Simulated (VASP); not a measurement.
Cr, 1 atom in the cell. The typed cell holds 1 atom: a = 2.564 Å, b = 2.575 Å, c = 2.614 Å, α = 60.73°, β = 61.16°, γ = 60.86°. 

| Property | Result |
| --- | --- |
| Program | VASP 6.6.1 |
| Task | single point |
| Functional | PBE |
| Potentials or basis | VASP PAW PBE potentials, release 64 (Cr_pv) |
| Cutoff | 520 eV |
| k mesh | 12 × 12 × 12 |
| Occupations | fermi-dirac, width 0.05 eV |
| Spin | collinear spin, ferromagnetic start |
| Starting moments | [-1.14] μB |
| Dipole correction | no |
| Further INCAR settings | ALGO = Normal; EDIFF = 1e-06; NBANDS = 16 |

Potentials or basis: VASP PAW PBE potentials, release 64 (Cr_pv).

Launch:

```console
$ cat potpaw_PBE.64/Cr_pv/POTCAR > POTCAR
$ mpirun -np 1 vasp_std > vasp.out
```

Hardware: 1 thread of AMD EPYC 9R45 96-Core Processor (Zen 5), with other jobs on the host.

Problem. How long does it take, and how much memory?

Solution. Wall time 3.6 min on 1 thread of AMD EPYC 9R45 96-Core Processor (Zen 5) (shared host), peak memory 0.31 GiB. Counts: scf iterations 16, k points 868.
